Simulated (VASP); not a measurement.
A run of VASP 6.6.1 is set up as follows.

POSCAR

```
AlN
1.0
   -3.1066653383      0.0000000000      0.0000000000
    0.0000000000      5.3809022080      0.0000000000
    1.5533326691     -2.6904511040     -4.9784048429
Al N
4 4
Direct
    0.9992815626      0.3314797322      0.9985631252
    0.4990255350      0.8334940320      0.9980510700
    0.2495003198      0.9160260262      0.4990006396
    0.7488067778      0.4156144048      0.4976135556
    0.8044974338      0.1381744463      0.6089948676
    0.3121954686      0.6451851227      0.6243909372
    0.0583464512      0.7389513010      0.1166929024
    0.5583464512      0.2110749348      0.1166929024
```

INCAR.step1

```
SYSTEM = AlN
ALGO = Normal
EDIFF = 1E-4
ENCUT = 520
GGA = PE
ISMEAR = 0
LASPH = .TRUE.
LCHARG = .FALSE.
LREAL = .FALSE.
LWAVE = .TRUE.
NBANDS = 26
NELM = 80
PREC = Accurate
SIGMA = 0.05
```

File INCAR.step2:

```
SYSTEM = AlN
ALGO = Normal
EDIFF = 1E-6
ENCUT = 520
ISIF = 2
ISMEAR = 0
ISTART = 1
LASPH = .TRUE.
LCHARG = .TRUE.
LELF = .TRUE.
LMIXTAU = .TRUE.
LREAL = .FALSE.
LVHAR = .TRUE.
LWAVE = .FALSE.
METAGGA = R2SCAN
NBANDS = 26
NELM = 80
PREC = Accurate
SIGMA = 0.05
```

KPOINTS

```
k-points
0
G
  8 8 8
  0 0 0
```

Potentials or basis: VASP PAW PBE potentials, release 64 (Al, N).

Run with:

```console
$ cat potpaw_PBE.64/Al/POTCAR potpaw_PBE.64/N/POTCAR > POTCAR
$ cp INCAR.step1 INCAR
$ mpirun -np 1 vasp_std > vasp.out
$ cp INCAR.step2 INCAR
$ mpirun -np 1 vasp_std > vasp.out
```

Q: Predict the pressure.

A: 0.3 GPa.

Q: What does it give for the band gap on the k mesh?

A: 4.86 eV.

Forces in eV/Å, atoms in the order of the input:
```
Al   0.000  0.180  0.102
Al   0.000 -0.531 -0.014
Al   0.000  0.042  0.195
Al   0.000 -0.039 -0.180
N    0.000 -0.065 -1.036
N    0.000  0.043  1.149
N    0.000 -1.967 -0.095
N    0.000  2.336 -0.121
```

Caveat: the cell differs from its parent crystal (atoms displaced along a vibrational mode); the PAW data sets were made with another functional, which shifts forces and pressure a little. A k mesh can miss the band edges.
